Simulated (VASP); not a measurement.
# TiO2 (P4_2/mnm) in VASP: single point with r2SCAN

Aim: the single point of TiO2 with r2SCAN.

All numbers are computed with VASP 6.6.1; they aren't measurements. Logs are shortened: lines on timing, memory, paths and dates and some standing lists are left out, and cuts for length are marked.

## 1. The cell of the first run

The structure is tetragonal, space group P4_2/mnm (No. 136). Conventional cell: a = 4.620 Å, b = 4.620 Å, c = 2.968 Å, α = 90.00°, β = 90.00°, γ = 90.00°. Within 2.6 Å of Ti (site symmetry mmm) lie 6 O at 1.96 to 1.99 Å. O (site symmetry m2m) has 3 Ti at 1.96 to 1.99 Å and 1 O at 2.55 Å within 2.6 Å.

## 2. Single point, r2SCAN (volume scaled by 1.015, then relaxed in part)

Input file POSCAR:

```
TiO2
1.0
    4.6198122987      0.0000000000      0.0000000000
    0.0000000000      4.6198122987      0.0000000000
    0.0000000000      0.0000000000      2.9682377351
Ti O
2 4
Direct
    0.0000000000      0.0000000000      0.0000000000
    0.5000000000      0.5000000000      0.5000000000
    0.3051850721      0.3051850721      0.0000000000
    0.1948149279      0.8051850721      0.5000000000
    0.6948149279      0.6948149279      0.0000000000
    0.8051850721      0.1948149279      0.5000000000
```

Input file INCAR.step1:

```
ALGO = Normal ; EDIFF = 1E-4
ENCUT = 520 ; GGA = PE
ISMEAR = 0 ; LASPH = T
LCHARG = F ; LREAL = F
LWAVE = T ; NBANDS = 33
NELM = 80 ; PREC = Accurate
SIGMA = 0.01
```

Input file INCAR.step2:

```
ALGO = Normal ; EDIFF = 1E-6
ENCUT = 520 ; ISIF = 2
ISMEAR = 0 ; ISTART = 1
LASPH = T ; LCHARG = F
LMIXTAU = T ; LREAL = F
LWAVE = F ; METAGGA = R2SCAN
NBANDS = 33 ; NELM = 80
PREC = Accurate ; SIGMA = 0.01
```

Input file KPOINTS:

```
k-points
0
Gamma
  4 4 6
```

Potentials or basis: VASP PAW PBE potentials, release 64 (Ti_sv, O).

Run with:

```bash
cat potpaw_PBE.64/Ti_sv/POTCAR potpaw_PBE.64/O/POTCAR > POTCAR
cp INCAR.step1 INCAR
mpirun -np 1 vasp_std > vasp.out
cp INCAR.step2 INCAR
mpirun -np 1 vasp_std > vasp.out
```

OUTCAR:

```text
EDIFF = 1E-6
   ENCUT = 520
   ISIF = 2
   ISMEAR = 0
   ISTART = 1
   LASPH = T
   LREAL = F
   METAGGA = R2SCAN
   NELM = 80
   PREC = Accurate

 ion  position               nearest neighbor table
   1  0.000  0.000  0.000-   4 1.96   6 1.96   4 1.96   6 1.96   5 1.99   3 1.99
   2  0.500  0.500  0.500-   3 1.96   5 1.96   3 1.96   5 1.96   4 1.99   6 1.99
   3  0.305  0.305  0.000-   2 1.96   2 1.96   1 1.99
   4  0.195  0.805  0.500-   1 1.96   1 1.96   2 1.99
   5  0.695  0.695  0.000-   2 1.96   2 1.96   1 1.99
   6  0.805  0.195  0.500-   1 1.96   1 1.96   2 1.99

  LATTYP: Found a simple tetragonal cell.
 ALAT       =     4.6198122987
 C/A-ratio  =     0.6425018038

  Lattice vectors:

 A1 = (   4.6198122987,   0.0000000000,   0.0000000000)
 A2 = (   0.0000000000,   4.6198122987,   0.0000000000)
 A3 = (   0.0000000000,   0.0000000000,   2.9682377351)

Analysis of symmetry for initial positions (statically):
=====================================================================
 Subroutine PRICEL returns:
 Original cell was already a primitive cell.

 Routine SETGRP: Setting up the symmetry group for a
 simple tetragonal supercell.

 Subroutine GETGRP returns: Found 16 space group operations
 (whereof  8 operations were pure point group operations)
 out of a pool of 16 trial point group operations.

The static configuration has the point symmetry D_2h.
 The point group associated with its full space group is D_4h.

Analysis of symmetry for dynamics (positions and initial velocities):
=====================================================================
 Subroutine PRICEL returns:
 Original cell was already a primitive cell.

 Routine SETGRP: Setting up the symmetry group for a
 simple tetragonal supercell.

 Subroutine GETGRP returns: Found 16 space group operations
 (whereof  8 operations were pure point group operations)
 out of a pool of 16 trial point group operations.

The dynamic configuration has the point symmetry D_2h.
 The point group associated with its full space group is D_4h.

 Subroutine INISYM returns: Found 16 space group operations
 (whereof  8 operations are pure point group operations),
 and found     1 'primitive' translations

----------------------------------------------------------------------------------------

                                     Primitive cell

  volume of cell :      63.3501

  direct lattice vectors                    reciprocal lattice vectors
     4.619812299  0.000000000  0.000000000     0.216459011  0.000000000  0.000000000
     0.000000000  4.619812299  0.000000000     0.000000000  0.216459011  0.000000000
     0.000000000  0.000000000  2.968237735     0.000000000  0.000000000  0.336900238

  length of vectors
     4.619812299  4.619812299  2.968237735     0.216459011  0.216459011  0.336900238

  position of ions in fractional coordinates (direct lattice)
     0.000000000  0.000000000  0.000000000
     0.500000000  0.500000000  0.500000000
     0.305185072  0.305185072  0.000000000
     0.194814928  0.805185072  0.500000000
     0.694814928  0.694814928  0.000000000
     0.805185072  0.194814928  0.500000000

  ion indices of the primitive-cell ions
   primitive index   ion index
                 1           1
                 2           2
                 3           3
                 4           4
                 5           5
                 6           6

----------------------------------------------------------------------------------------

 KPOINTS: k-points

Automatic generation of k-mesh.
 Grid dimensions read from file:
 generate k-points for:    4    4    6

 Generating k-lattice:

  Cartesian coordinates                     Fractional coordinates (reciprocal lattice)
     0.054114753  0.000000000  0.000000000     0.250000000  0.000000000  0.000000000
     0.000000000  0.054114753  0.000000000     0.000000000  0.250000000  0.000000000
     0.000000000  0.000000000  0.056150040     0.000000000  0.000000000  0.166666667

  Length of vectors
     0.054114753  0.054114753  0.056150040

  Shift w.r.t. Gamma in fractional coordinates (k-lattice)
     0.000000000  0.000000000  0.000000000

 Subroutine IBZKPT returns following result:
 ===========================================

 Found     24 irreducible k-points:

 Following reciprocal coordinates:
            Coordinates               Weight
  0.000000  0.000000  0.000000      1.000000
  0.250000  0.000000  0.000000      4.000000
  0.500000  0.000000  0.000000      2.000000
  0.250000  0.250000  0.000000      4.000000
  0.500000  0.250000  0.000000      4.000000
  0.500000  0.500000  0.000000      1.000000
[... 16 lines left out ...]
  0.500000  0.250000  0.500000      4.000000
  0.500000  0.500000  0.500000      1.000000
   k-points           NKPTS =     24   k-points in BZ     NKDIM =     24   number of bands    NBANDS=     33
   number of dos      NEDOS =    301   number of ions     NIONS =      6
   total plane-waves  NPLWV =  31104
   dimension x,y,z NGX =    36 NGY =   36 NGZ =   24
   dimension x,y,z NGXF=    72 NGYF=   72 NGZF=   48
   ions per type =               2   4
   NGX,Y,Z   is equivalent  to a cutoff of  12.95, 12.95, 13.44 a.u.
   NGXF,Y,Z  is equivalent  to a cutoff of  25.91, 25.91, 26.88 a.u.
 SYSTEM =  unknown system
   PREC   = accura    normal or accurate (medium, high low for compatibility)
   ISTART =      1    job   : 0-new  1-cont  2-samecut
   ICHARG =      0    charge: 1-file 2-atom 10-const
   ISPIN  =      1    spin polarized calculation?
   LNONCOLLINEAR =      F non collinear calculations
   LSORBIT =      F    spin-orbit coupling
   LASPH  =      T    aspherical Exc in radial PAW
   ENCUT  =  520.0 eV  38.22 Ry    6.18 a.u.   8.59  8.59  5.52*2*pi/ulx,y,z
   NELM   =     80;   NELMIN=  2; NELMDL=  0     # of ELM steps
   EDIFF  = 0.1E-05   stopping-criterion for ELM
   LREAL  =      F    real-space projection
   EDIFFG = 0.1E-04   stopping-criterion for IOM
   NSW    =      0    number of steps for IOM
   IBRION =     -1    ionic relax: 0-MD 1-quasi-New 2-CG
   NFREE  =      0    steps in history (QN), initial steepest desc. (CG)
   ISIF   =      2    stress and relaxation
   ISYM   =      2    0-nonsym 1-usesym 2-fastsym
   POTIM  = 0.5000    time-step for ionic-motion
   TEBEG  =    0.0;   TEEND  =   0.0 temperature during run
   PSTRESS=    0.0 pullay stress
   NELECT =      48.0000    total number of electrons
   NUPDOWN=      -1.0000    fix difference up-down
   EMIN   =  10.00;   EMAX   =-10.00  energy-range for DOS
   EFERMI =   0.00;   METHOD = LEGACY
   ISMEAR =     0;   SIGMA  =   0.01  broadening in eV -4-tet -1-fermi 0-gaus
   EFERMI_NEDOS =   21; number of points for ismear=-14 and -15
   IALGO  =     38    algorithm
   IMIX   =      4    mixing-type and parameters
     AMIX     =   0.40;   BMIX     =  1.00
     AMIX_MAG =   1.60;   BMIX_MAG =  1.00
  volume/ion in A,a.u.               =      10.56        71.25
  Fermi-wavevector in a.u.,A,eV,Ry     =   1.492472  2.820363 30.306597  2.227472
  Thomas-Fermi vector in A             =   2.604995
   LORBIT       =      0    0 simple, 1 ext, 2 COOP (PROOUT), +10 PAW based schemes
   METAGGA = R2SCAN    functional components
   LHFCALC =     F    Hartree Fock is set to
   AEXX    =    0.0000 exact exchange contribution
   IVDW    =     0    specifies the selected vdW correction
   LEPSILON=     F    determine dielectric tensor
   LRPA    =     F    only Hartree local field effects (RPA)
 non-spin polarized calculation
 Gauss-broadening in eV      SIGMA  =   0.01
  energy-cutoff  :      520.00
  volume of cell :       63.35
 maximum number of plane-waves:      1720
 NGX is ok and might be reduce to    36
   NGX = 17   NGY = 17   NGZ = 11

 number of electron      48.0000025 magnetization

 Free energy of the ion-electron system (eV)
  ---------------------------------------------------
  ext. energy  EPLUGINS =         0.00000000
  ---------------------------------------------------
  free energy    TOTEN  =       -69.79161670 eV

  energy without entropy =      -69.79161670  energy(sigma->0) =      -69.79161670

 E-fermi :   4.4668     XC(G=0): -12.0699

 val. band max:        4.3803472773   @ k =   0.0000   0.0000   0.0000
 cond. band min:       6.5898437502   @ k =   0.0000   0.0000   0.0000
 fundamental gap:      2.2094964729
 Fermi energy:         4.4667688104

 k-point     1 :       0.0000    0.0000    0.0000
  band No.  band energies     occupation
      1     -54.8065      2.00000
      2     -54.7900      2.00000
      3     -30.0578      2.00000
      4     -30.0578      2.00000
      5     -29.8898      2.00000
      6     -29.8898      2.00000
[... 25 lines left out ...]
     32      11.2652      0.00000
     33      11.2652      0.00000

 k-point     2 :       0.2500    0.0000    0.0000
  band No.  band energies     occupation
      1     -54.8040      2.00000
      2     -54.7924      2.00000
      3     -30.0388      2.00000
      4     -30.0374      2.00000
      5     -29.9122      2.00000
      6     -29.9107      2.00000
[... 25 lines left out ...]
     32      11.0764      0.00000
     33      11.1100      0.00000

 k-point     3 :       0.5000    0.0000    0.0000
  band No.  band energies     occupation
      1     -54.7982      2.00000
      2     -54.7982      2.00000
      3     -30.0067      2.00000
      4     -30.0067      2.00000
      5     -29.9447      2.00000
      6     -29.9447      2.00000
[... 25 lines left out ...]
     32      10.7013      0.00000
     33      10.9048      0.00000

 k-point     4 :       0.2500    0.2500    0.0000
  band No.  band energies     occupation
      1     -54.8023      2.00000
      2     -54.7941      2.00000
      3     -30.0635      2.00000
      4     -30.0071      2.00000
      5     -29.9444      2.00000
      6     -29.8863      2.00000
[... 673 lines left out ...]
     32      10.4618      0.00000
     33      10.6209      0.00000

 k-point    23 :       0.5000    0.2500    0.5000
  band No.  band energies     occupation
      1     -54.7593      2.00000
      2     -54.7593      2.00000
      3     -30.2868      2.00000
      4     -30.2868      2.00000
      5     -29.9071      2.00000
      6     -29.9071      2.00000
[... 25 lines left out ...]
     32       9.7981      0.00000
     33      11.3940      0.00000

 k-point    24 :       0.5000    0.5000    0.5000
  band No.  band energies     occupation
      1     -54.7593      2.00000
      2     -54.7593      2.00000
      3     -30.2806      2.00000
      4     -30.2806      2.00000
      5     -29.9136      2.00000
      6     -29.9136      2.00000
[... 25 lines left out ...]
     32      10.5127      0.00000
     33      10.6086      0.00000

------------------------ aborting loop because EDIFF is reached ----------------------------------------

  FORCE on cell =-STRESS in cart. coord.  units (eV):
  Direction    XX          YY          ZZ          XY          YZ          ZX
  --------------------------------------------------------------------------------------
  -------------------------------------------------------------------------------------
  Total       -0.8546159     -0.8546159     -0.9400740      0.0000000      0.0000000      0.0000000
  in kB      -21.6139533    -21.6139533    -23.7752593      0.0000000      0.0000000      0.0000000
  external PRESSURE =     -22.3343886 kB  Pullay stress =       0.0000000 kB

 VOLUME and BASIS-vectors are now :
 -----------------------------------------------------------------------------
  energy-cutoff  :      520.00
  volume of cell :       63.35
      direct lattice vectors                 reciprocal lattice vectors
     4.619812299  0.000000000  0.000000000     0.216459011  0.000000000  0.000000000
     0.000000000  4.619812299  0.000000000     0.000000000  0.216459011  0.000000000
     0.000000000  0.000000000  2.968237735     0.000000000  0.000000000  0.336900238

 POSITION                                       TOTAL-FORCE (eV/Angst)
 -----------------------------------------------------------------------------------
      0.00000      0.00000      0.00000        -0.000000     -0.000000      0.000000
      2.30991      2.30991      1.48412        -0.000000     -0.000000      0.000000
      1.40990      1.40990      0.00000        -0.024821     -0.024821      0.000000
      0.90001      3.71980      1.48412         0.024821     -0.024821      0.000000
      3.20991      3.20991      0.00000         0.024821      0.024821      0.000000
      3.71980      0.90001      1.48412        -0.024821      0.024821      0.000000
 -----------------------------------------------------------------------------------
    total drift:                                0.000000      0.000000      0.000000

  FREE ENERGIE OF THE ION-ELECTRON SYSTEM (eV)
  ---------------------------------------------------
  free  energy   TOTEN  =       -69.7916167022 eV

  energy  without entropy=      -69.7916167022  energy(sigma->0) =      -69.79161670
```

Run time: 66 s. Hardware: 1 thread of Intel Xeon 6975P-C (Granite Rapids), shared host; peak memory 0.19 GiB.

What came out:

```
Free energy            : -69.7916 eV
Pressure               : -2.2 GPa
Largest force          : 0.035 eV/Å
Band gap on the k mesh : 2.21 eV, direct
```

Forces in eV/Å, atoms in the order of the input:
```
Ti   0.000  0.000  0.000
Ti   0.000  0.000  0.000
O   -0.025 -0.025  0.000
O    0.025 -0.025  0.000
O    0.025  0.025  0.000
O   -0.025  0.025  0.000
```

Stress tensor (GPa, compression positive):
```
-2.16  0.00  0.00
 0.00 -2.16  0.00
 0.00  0.00 -2.38
```

Levels at points of the mesh, in eV from the valence-band top:
```tsv
k point	band 22	band 23	band 24	band 25	band 26	band 27
(0.00, 0.00, 0.00)	-0.48	-0.48	0.00	2.21	2.54	2.76
(0.50, 0.00, 0.00)	-1.67	-0.76	-0.76	2.89	2.89	3.34
(0.50, 0.50, 0.00)	-1.37	-1.10	-1.10	2.25	2.25	2.86
(0.00, 0.00, 0.50)	-2.33	-1.47	-1.47	3.27	3.27	3.52
(0.50, 0.00, 0.50)	-2.04	-1.06	-1.06	2.27	2.27	3.55
(0.50, 0.50, 0.50)	-1.27	-0.71	-0.71	2.92	2.92	3.55
```

Caveat: the PAW data sets were made with another functional, which shifts forces and pressure a little.
